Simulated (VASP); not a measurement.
Wanted: the native input for a VASP 6.6.1 run.

* Task: single point
* Functional: LDA
* Potentials or basis: VASP PAW LDA potentials, release 64 (Pb_d, Se)
* Cutoff: 520 eV
* k mesh: 10 × 10 × 10
* Occupations: gaussian, width 0.03 eV
* Spin: no spin polarisation
* Dipole correction: no
* Further INCAR settings: ALGO = Normal; EDIFF = 1e-06; NBANDS = 17

The structure of PbSe lies in POSCAR:

```
PbSe
1.0
    0.0000000000      2.8815934758      3.4579121710
    2.8815934758      0.0000000000      3.4579121710
    2.8815934758      2.8815934758      0.0000000000
Pb Se
1 1
Direct
    0.0000000000      0.0000000000      0.0000000000
    0.5000000000      0.5000000000      0.5000000000
```

This cell differs from its parent crystal: ratio of the length along z to the lengths across it x 1.2, volume and fractional coordinates fixed.

One way to write it, as run:

INCAR

```
PREC = Accurate
ENCUT = 520
EDIFF = 1E-6
ISMEAR = 0
SIGMA = 0.03
LREAL = F
LASPH = T
NELM = 60
ALGO = Normal
ISIF = 2
LWAVE = F
LCHARG = T
GGA = CA
LELF = T
LVHAR = T
NBANDS = 17
```

KPOINTS

```
regular mesh
0
Gamma
  10 10 10
```

Potentials or basis: VASP PAW LDA potentials, release 64 (Pb_d, Se).

Launch:

```console
$ cat potpaw_LDA.64/Pb_d/POTCAR potpaw_LDA.64/Se/POTCAR > POTCAR
$ mpirun -np 1 vasp_std > vasp.out
```

Results of the run:

- Pressure: 2.2 GPa
- Band gap on the k mesh: 0.12 eV (least direct gap 0.30 eV)

Caveat: spin-orbit coupling is left out, which moves the levels of the heavy elements.

Wall time 43 s on 1 thread of Intel(R) Xeon(R) 6975P-C (Granite Rapids) (shared host), peak memory 0.23 GiB.
